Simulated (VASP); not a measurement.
Wanted: the native input for a VASP 6.6.1 run.

| Quantity | Value |
| --- | --- |
| Task | single point |
| Functional | PBE |
| Potentials or basis | VASP PAW PBE potentials, release 64 (Be, H) |
| Cutoff | 520 eV |
| k mesh | 24 × 24 × 12 |
| Occupations | gaussian, width 0.1 eV |
| Spin | no spin polarisation |
| Dipole correction | no |
| Further INCAR settings | ALGO = Normal; EDIFF = 1e-06; NBANDS = 10 |

The structure of Be2H lies in POSCAR:

```
Be2H
1.0
    2.2183285198      0.0000000000      0.0000000000
   -1.1091642599      1.9211288520      0.0000000000
    0.0000000000      0.0000000000      4.7381287696
Be H
2 1
Direct
    0.3333333333      0.6666666667      0.3007842218
    0.6666666667      0.3333333333      0.6992157782
    0.0000000000      0.0000000000      0.0000000000
```

The input as run:

INCAR

```
PREC = Accurate ; ENCUT = 520
EDIFF = 1E-6 ; ISMEAR = 0
SIGMA = 0.1 ; LREAL = False
LASPH = True ; NELM = 100
ALGO = Normal ; ISIF = 2
LWAVE = False ; LCHARG = False
GGA = PE ; NBANDS = 10
```

KPOINTS

```
regular mesh
0
Gamma
  24 24 12
```

Potentials or basis: VASP PAW PBE potentials, release 64 (Be, H).

Run with:

```sh
$ cat potpaw_PBE.64/Be/POTCAR potpaw_PBE.64/H/POTCAR > POTCAR
$ mpirun -np 1 vasp_std > vasp.out
```

It gave:

```
Pressure      : 0.0 GPa
Largest force : 0.004 eV/Å
```

Wall time 37 s on 1 thread of Intel(R) Xeon(R) Platinum 8488C (Sapphire Rapids), on a shared host, peak memory 0.23 GiB.
